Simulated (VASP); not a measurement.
Runs of VASP 6.6.1 on Ge. The structure is that of space group Fm-3m (No. 225), or close to it. The cells are those of the table. 

```tsv
task	cell	k mesh	cutoff (eV)	gap on the mesh (eV)	pressure (GPa)	relaxed volume (Å³/atom)
single point	a = 3.008 Å, angles 60.0°, 1 atom	6 × 6 × 6	520	none	-0.1	-
single point	a = 3.271 Å, angles 122.4, 122.4, 85.8°, 1 atom	8 × 8 × 8	520	none	-10.4	-
relaxation of cell and atoms	relaxed from a = 3.271 Å, angles 122.4, 122.4, 85.8°, 1 atom	8 × 8 × 8	600	none	0.0	(a)
single point	a = 2.989 Å, angles 120.9, 120.9, 88.4°, 1 atom	8 × 8 × 8	520	none	0.0	-
relaxation of cell and atoms	relaxed from a = 3.238 Å, angles 60.0°, 1 atom	6 × 6 × 6	600	none	0.2	19.19
```

Alike in all rows: level PBEsol; potentials or basis VASP PAW PBE potentials, release 64 (Ge_d); no spin polarisation; smearing gaussian 0.1 eV.

**Question.** Estimate the missing entries.

**Answer.** (a) 18.64.

Caveats: some runs use coarse meshes; the PAW data sets were made with another functional, which shifts forces and pressure a little; the volume moved by over 15 % at a fixed basis, so the end points are rough (some runs).

A k mesh can miss the band edges, and the runs leave out spin-orbit coupling on Ge.

A gap of «none» marks levels without a gap at the run's occupations.
